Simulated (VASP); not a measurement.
# La (Pm-3m) in VASP: notebook

Runs on La. Level: PBE. Tasks: single point.

Program: VASP 6.6.1. These are calculated values, not measurements. Logs are shortened: lines on timing, memory, paths and dates and some standing lists are left out, and cuts for length are marked.

## 1. The cell of the first run

The structure is cubic, space group Pm-3m (No. 221). Conventional cell: a = 3.455 Å, b = 3.455 Å, c = 3.455 Å, α = 90.00°, β = 90.00°, γ = 90.00°. Within 4.5 Å of La (site symmetry m-3m) lie 6 La at 3.45 Å.

This isn't the form of La at room conditions, which is double hcp.

## 2. Single point, PBE (41.24 Å³/atom)

File INCAR:

```
SYSTEM = La
PREC = Accurate
ENCUT = 520
EDIFF = 1E-7
ISMEAR = -1
SIGMA = 0.1
LREAL = .False.
LASPH = .True.
NELM = 80
ALGO = Normal
ISIF = 2
LWAVE = .False.
LCHARG = .False.
GGA = PE
NBANDS = 12
```

File KPOINTS:

```
Automatic mesh
0
Gamma
  16 16 16
  0 0 0
```

File POSCAR:

```
La
1.0
    3.4549510221      0.0000000000      0.0000000000
    0.0000000000      3.4549510221      0.0000000000
    0.0000000000      0.0000000000      3.4549510221
La
1
Direct
    0.0000000000      0.0000000000      0.0000000000
```

Potentials or basis: VASP PAW PBE potentials, release 64 (La).

The run is started by

```console
$ cat potpaw_PBE.64/La/POTCAR > POTCAR
$ mpirun -np 1 vasp_std > vasp.out
```

OUTCAR:

```text
SYSTEM = La
   PREC = Accurate
   ENCUT = 520
   EDIFF = 1E-7
   ISMEAR = -1
   LREAL = .False.
   LASPH = .True.
   NELM = 80
   ISIF = 2
   GGA = PE

 ion  position               nearest neighbor table
   1  0.000  0.000  0.000-

  LATTYP: Found a simple cubic cell.
 ALAT       =     3.4549510221

  Lattice vectors:

 A1 = (   3.4549510221,   0.0000000000,   0.0000000000)
 A2 = (   0.0000000000,   3.4549510221,   0.0000000000)
 A3 = (   0.0000000000,   0.0000000000,   3.4549510221)

Analysis of symmetry for initial positions (statically):
=====================================================================
 Subroutine PRICEL returns:
 Original cell was already a primitive cell.

 Routine SETGRP: Setting up the symmetry group for a
 simple cubic supercell.

 Subroutine GETGRP returns: Found 48 space group operations
 (whereof 48 operations were pure point group operations)
 out of a pool of 48 trial point group operations.

The static configuration has the point symmetry O_h .

Analysis of symmetry for dynamics (positions and initial velocities):
=====================================================================
 Subroutine PRICEL returns:
 Original cell was already a primitive cell.

 Routine SETGRP: Setting up the symmetry group for a
 simple cubic supercell.

 Subroutine GETGRP returns: Found 48 space group operations
 (whereof 48 operations were pure point group operations)
 out of a pool of 48 trial point group operations.

The dynamic configuration has the point symmetry O_h .

 Subroutine INISYM returns: Found 48 space group operations
 (whereof 48 operations are pure point group operations),
 and found     1 'primitive' translations

----------------------------------------------------------------------------------------

                                     Primitive cell

  volume of cell :      41.2407

  direct lattice vectors                    reciprocal lattice vectors
     3.454951022  0.000000000  0.000000000     0.289439704  0.000000000  0.000000000
     0.000000000  3.454951022  0.000000000     0.000000000  0.289439704  0.000000000
     0.000000000  0.000000000  3.454951022     0.000000000  0.000000000  0.289439704

  length of vectors
     3.454951022  3.454951022  3.454951022     0.289439704  0.289439704  0.289439704

  position of ions in fractional coordinates (direct lattice)
     0.000000000  0.000000000  0.000000000

  ion indices of the primitive-cell ions
   primitive index   ion index
                 1           1

----------------------------------------------------------------------------------------

 KPOINTS: Automatic mesh

Automatic generation of k-mesh.
 Grid dimensions read from file:
 generate k-points for:   16   16   16

 Generating k-lattice:

  Cartesian coordinates                     Fractional coordinates (reciprocal lattice)
     0.018089981  0.000000000  0.000000000     0.062500000  0.000000000  0.000000000
     0.000000000  0.018089981  0.000000000     0.000000000  0.062500000  0.000000000
     0.000000000  0.000000000  0.018089981     0.000000000  0.000000000  0.062500000

  Length of vectors
     0.018089981  0.018089981  0.018089981

  Shift w.r.t. Gamma in fractional coordinates (k-lattice)
     0.000000000  0.000000000  0.000000000

 Subroutine IBZKPT returns following result:
 ===========================================

 Found    165 irreducible k-points:

 Following reciprocal coordinates:
            Coordinates               Weight
  0.000000  0.000000  0.000000      1.000000
  0.062500  0.000000  0.000000      6.000000
  0.125000  0.000000  0.000000      6.000000
  0.187500  0.000000  0.000000      6.000000
  0.250000  0.000000  0.000000      6.000000
  0.312500  0.000000  0.000000      6.000000
[... 16 lines left out ...]
  0.437500  0.125000  0.000000     24.000000
  0.500000  0.125000  0.000000     12.000000
 [... further k-points ...]
   k-points           NKPTS =    165   k-points in BZ     NKDIM =    165   number of bands    NBANDS=     12
   number of dos      NEDOS =    301   number of ions     NIONS =      1
   total plane-waves  NPLWV =  21952
   dimension x,y,z NGX =    28 NGY =   28 NGZ =   28
   dimension x,y,z NGXF=    56 NGYF=   56 NGZF=   56
   ions per type =               1
   NGX,Y,Z   is equivalent  to a cutoff of  13.47, 13.47, 13.47 a.u.
   NGXF,Y,Z  is equivalent  to a cutoff of  26.95, 26.95, 26.95 a.u.
 SYSTEM =  La
   PREC   = accura    normal or accurate (medium, high low for compatibility)
   ISTART =      0    job   : 0-new  1-cont  2-samecut
   ICHARG =      2    charge: 1-file 2-atom 10-const
   ISPIN  =      1    spin polarized calculation?
   LNONCOLLINEAR =      F non collinear calculations
   LSORBIT =      F    spin-orbit coupling
   LASPH  =      T    aspherical Exc in radial PAW
   ENCUT  =  520.0 eV  38.22 Ry    6.18 a.u.   6.42  6.42  6.42*2*pi/ulx,y,z
   NELM   =     80;   NELMIN=  2; NELMDL= -5     # of ELM steps
   EDIFF  = 0.1E-06   stopping-criterion for ELM
   LREAL  =      F    real-space projection
   EDIFFG = 0.1E-05   stopping-criterion for IOM
   NSW    =      0    number of steps for IOM
   IBRION =     -1    ionic relax: 0-MD 1-quasi-New 2-CG
   NFREE  =      0    steps in history (QN), initial steepest desc. (CG)
   ISIF   =      2    stress and relaxation
   ISYM   =      2    0-nonsym 1-usesym 2-fastsym
   POTIM  = 0.5000    time-step for ionic-motion
   TEBEG  =    0.0;   TEEND  =   0.0 temperature during run
   PSTRESS=    0.0 pullay stress
   NELECT =      11.0000    total number of electrons
   NUPDOWN=      -1.0000    fix difference up-down
   EMIN   =  10.00;   EMAX   =-10.00  energy-range for DOS
   EFERMI =   0.00;   METHOD = LEGACY
   ISMEAR =    -1;   SIGMA  =   0.10  broadening in eV -4-tet -1-fermi 0-gaus
   EFERMI_NEDOS =   21; number of points for ismear=-14 and -15
   IALGO  =     38    algorithm
   IMIX   =      4    mixing-type and parameters
     AMIX     =   0.40;   BMIX     =  1.00
     AMIX_MAG =   1.60;   BMIX_MAG =  1.00
  volume/ion in A,a.u.               =      41.24       278.31
  Fermi-wavevector in a.u.,A,eV,Ry     =   1.053814  1.991419 15.109586  1.110523
  Thomas-Fermi vector in A             =   2.188950
   LORBIT       =      0    0 simple, 1 ext, 2 COOP (PROOUT), +10 PAW based schemes
   GGA     = PE    functional components
   LHFCALC =     F    Hartree Fock is set to
   AEXX    =    0.0000 exact exchange contribution
   IVDW    =     0    specifies the selected vdW correction
   LEPSILON=     F    determine dielectric tensor
   LRPA    =     F    only Hartree local field effects (RPA)
 non-spin polarized calculation
  energy-cutoff  :      520.00
  volume of cell :       41.24
 maximum number of plane-waves:      1141
 NGX is ok and might be reduce to    28
   NGX = 13   NGY = 13   NGZ = 13

 number of electron      11.0000000 magnetization

 Free energy of the ion-electron system (eV)
  ---------------------------------------------------
  ext. energy  EPLUGINS =         0.00000000
  ---------------------------------------------------
  free energy    TOTEN  =        -4.38343634 eV

  energy without entropy =       -4.30730118  energy(sigma->0) =       -4.34536876

 E-fermi :   6.7669     XC(G=0):  -9.0874

 val. band max:        6.7667758284   @ k =   0.3750   0.3125   0.0625
 cond. band min:       6.7738102727   @ k =   0.1875   0.0625   0.0625
 fundamental gap:      0.0070344443
 Fermi energy:         6.7669148781

 k-point     1 :       0.0000    0.0000    0.0000
  band No.  band energies     occupation
      1     -26.4196      2.00000
      2      -9.3908      2.00000
      3      -9.3908      2.00000
      4      -9.3908      2.00000
      5       3.8633      2.00000
      6       5.8341      1.99982
      7       5.8341      1.99982
      8       8.4321      0.00000
      9       8.4321      0.00000
     10       8.4321      0.00000
     11       8.5864      0.00000
     12       8.5864      0.00000

 k-point     2 :       0.0625    0.0000    0.0000
  band No.  band energies     occupation
      1     -26.4137      2.00000
      2      -9.4527      2.00000
      3      -9.3856      2.00000
      4      -9.3856      2.00000
      5       3.9474      2.00000
      6       5.8558      1.99978
      7       5.9332      1.99952
      8       8.4229      0.00000
      9       8.4359      0.00000
     10       8.4359      0.00000
     11       8.5739      0.00000
     12       8.5891      0.00000

 k-point     3 :       0.1250    0.0000    0.0000
  band No.  band energies     occupation
      1     -26.3970      2.00000
      2      -9.6244      2.00000
      3      -9.3707      2.00000
      4      -9.3707      2.00000
      5       4.1735      2.00000
      6       5.9192      1.99958
      7       6.2327      1.99047
      8       8.3951      0.00000
      9       8.4469      0.00000
     10       8.4469      0.00000
     11       8.5253      0.00000
     12       8.5979      0.00000
[... 286 lines left out ...]
 k-point    23 :       0.4375    0.1250    0.0000
  band No.  band energies     occupation
      1     -26.2459      2.00000
      2     -10.7282      2.00000
      3      -9.4758      2.00000
      4      -9.2376      2.00000
      5       6.1004      1.99745
      6       6.8345      0.67457
      7       7.1965      0.02687
      8       8.0324      0.00001
      9       8.4846      0.00000
     10       8.4974      0.00000
     11       8.5522      0.00000
     12       8.6655      0.00000

 k-point    24 :       0.5000    0.1250    0.0000
  band No.  band energies     occupation
      1     -26.2398      2.00000
      2     -10.7755      2.00000
      3      -9.4699      2.00000
      4      -9.2322      2.00000
      5       6.2421      1.98954
      6       6.9472      0.28313
      7       6.9924      0.18994
      8       8.0017      0.00001
      9       8.4958      0.00000
     10       8.5264      0.00000
     11       8.5552      0.00000
     12       8.6627      0.00000

 [... further k-points ...]

------------------------ aborting loop because EDIFF is reached ----------------------------------------

  FORCE on cell =-STRESS in cart. coord.  units (eV):
  Direction    XX          YY          ZZ          XY          YZ          ZX
  --------------------------------------------------------------------------------------
  -------------------------------------------------------------------------------------
  Total       -0.5507072     -0.5507072     -0.5507072      0.0000000      0.0000000      0.0000000
  in kB      -21.3946723    -21.3946723    -21.3946723      0.0000000      0.0000000      0.0000000
  external PRESSURE =     -21.3946723 kB  Pullay stress =       0.0000000 kB

 VOLUME and BASIS-vectors are now :
 -----------------------------------------------------------------------------
  energy-cutoff  :      520.00
  volume of cell :       41.24
      direct lattice vectors                 reciprocal lattice vectors
     3.454951022  0.000000000  0.000000000     0.289439704  0.000000000  0.000000000
     0.000000000  3.454951022  0.000000000     0.000000000  0.289439704  0.000000000
     0.000000000  0.000000000  3.454951022     0.000000000  0.000000000  0.289439704

 POSITION                                       TOTAL-FORCE (eV/Angst)
 -----------------------------------------------------------------------------------
      0.00000      0.00000      0.00000         0.000000      0.000000      0.000000
 -----------------------------------------------------------------------------------
    total drift:                               -0.000000      0.000000     -0.000000

  FREE ENERGIE OF THE ION-ELECTRON SYSTEM (eV)
  ---------------------------------------------------
  free  energy   TOTEN  =        -4.3834363373 eV

  energy  without entropy=       -4.3073011788  energy(sigma->0) =       -4.34536876
```

Wall time 53 s (1 thread of Intel Xeon Platinum 8488C (Sapphire Rapids), shared host); peak memory 0.24 GiB.

What came out:

```
Free energy            : -4.3834 eV
Pressure               : -2.1 GPa
Band gap on the k mesh : zero (an odd number of electrons rules out a gap without spin polarisation)
```

Caveat: spin-orbit coupling is left out, which moves the levels of the heavy elements.

## 3. Single point, PBE, non-collinear spin, zero start, spin-orbit coupling

This run uses another cell than the first one, of 36.82 Å³/atom.

File INCAR:

```
SYSTEM = La
  PREC = Accurate
  ENCUT = 520
  EDIFF = 1E-6
  ISMEAR = -1
  SIGMA = 0.1
  LREAL = .FALSE.
  LASPH = .TRUE.
  NELM = 150
  ALGO = Normal
  ISIF = 2
  LWAVE = .FALSE.
  LCHARG = .FALSE.
  MAGMOM = 0 0 0
  LORBIT = 11
  LSORBIT = .TRUE.
  GGA_COMPAT = .FALSE.
  LORBMOM = .TRUE.
  LMAXMIX = 6
  GGA = PE
  NBANDS = 22
```

File KPOINTS:

```
regular mesh
0
G
  10 10 10
  0 0 0
```

File POSCAR:

```
La
1.0
    3.3268704348      0.0000000000      0.0000000000
    0.0000000000      3.3268704348      0.0000000000
    0.0000000000      0.0000000000      3.3268704348
La
1
Direct
    0.0000000000      0.0000000000      0.0000000000
```

Potentials or basis: VASP PAW PBE potentials, release 64 (La).

The run is started by

```console
$ cat potpaw_PBE.64/La/POTCAR > POTCAR
$ mpirun -np 1 vasp_ncl > vasp.out
```

OUTCAR:

```text
SYSTEM = La
   PREC = Accurate
   ENCUT = 520
   EDIFF = 1E-6
   ISMEAR = -1
   LREAL = .FALSE.
   LASPH = .TRUE.
   NELM = 150
   ISIF = 2
   LORBIT = 11
   LSORBIT = .TRUE.
   GGA = PE

 ion  position               nearest neighbor table
   1  0.000  0.000  0.000-

  LATTYP: Found a simple cubic cell.
 ALAT       =     3.3268704348

  Lattice vectors:

 A1 = (   3.3268704348,   0.0000000000,   0.0000000000)
 A2 = (   0.0000000000,   3.3268704348,   0.0000000000)
 A3 = (   0.0000000000,   0.0000000000,   3.3268704348)
[... 849 lines left out ...]
 ------------------------------------------------
  1         0.000   0.000   0.000   0.000
 ------------------------------------------------
            0.000   0.000   0.000   0.000

 Spin-Orbit-Coupling matrix elements

 Ion:    1  E_soc:     -0.5971567
 l=   1
     0.0000000    -0.0979017    -0.0979017
    -0.0979017     0.0000000    -0.0979017
    -0.0979017    -0.0979017     0.0000000
 l=   2
     0.0000000    -0.0004551     0.0000000    -0.0004551    -0.0009473
    -0.0004551     0.0000000    -0.0007104    -0.0004551    -0.0002368
     0.0000000    -0.0007104     0.0000000    -0.0007104     0.0000000
    -0.0004551    -0.0004551    -0.0007104     0.0000000    -0.0002368
    -0.0009473    -0.0002368     0.0000000    -0.0002368     0.0000000
 l=   3
     0.0000000    -0.0000133     0.0000000     0.0000000     0.0000000    -0.0000339    -0.0001623
    -0.0000133     0.0000000    -0.0000221     0.0000000    -0.0000221    -0.0000354    -0.0000133
     0.0000000    -0.0000221     0.0000000    -0.0001122    -0.0000244    -0.0000406     0.0000000
     0.0000000     0.0000000    -0.0001122     0.0000000    -0.0001122     0.0000000     0.0000000
     0.0000000    -0.0000221    -0.0000244    -0.0001122     0.0000000    -0.0000406     0.0000000
    -0.0000339    -0.0000354    -0.0000406     0.0000000    -0.0000406     0.0000000    -0.0000339
    -0.0001623    -0.0000133     0.0000000     0.0000000     0.0000000    -0.0000339     0.0000000

 total charge

# of ion       s       p       d       f       tot
--------------------------------------------------
    1        2.043   5.540   1.017   0.117   8.717

 magnetization (x)

# of ion       s       p       d       f       tot
--------------------------------------------------
    1       -0.000   0.000   0.000  -0.000  -0.000

 magnetization (y)

# of ion       s       p       d       f       tot
--------------------------------------------------
    1       -0.000   0.000  -0.000   0.000   0.000

 magnetization (z)

# of ion       s       p       d       f       tot
--------------------------------------------------
    1       -0.000   0.000   0.000   0.000   0.000
```

stdout:

```text
POSCAR found type information on POSCAR La
 POSCAR found :  1 types and       1 ions
 scaLAPACK will be used
 LDA part: xc-table for (Slater+PW92), standard interpolation
 POSCAR, INCAR and KPOINTS ok, starting setup
 FFT: planning ... GRIDC
 FFT: planning ... GRID_SOFT
 FFT: planning ... GRID
 WAVECAR not read
 entering main loop
```

Wall time 1.7 min (1 thread of Intel Xeon Platinum 8488C (Sapphire Rapids), shared host); peak memory 0.29 GiB.

What came out:

* Free energy: -4.7136 eV
* Pressure: -0.1 GPa
* Net moment: 0.00 μB per cell
* Valence electrons inside the program's atomic spheres: La 8.72

Moments on the atoms (μB; x, y, z):
```
La  0.00 0.00 0.00
```
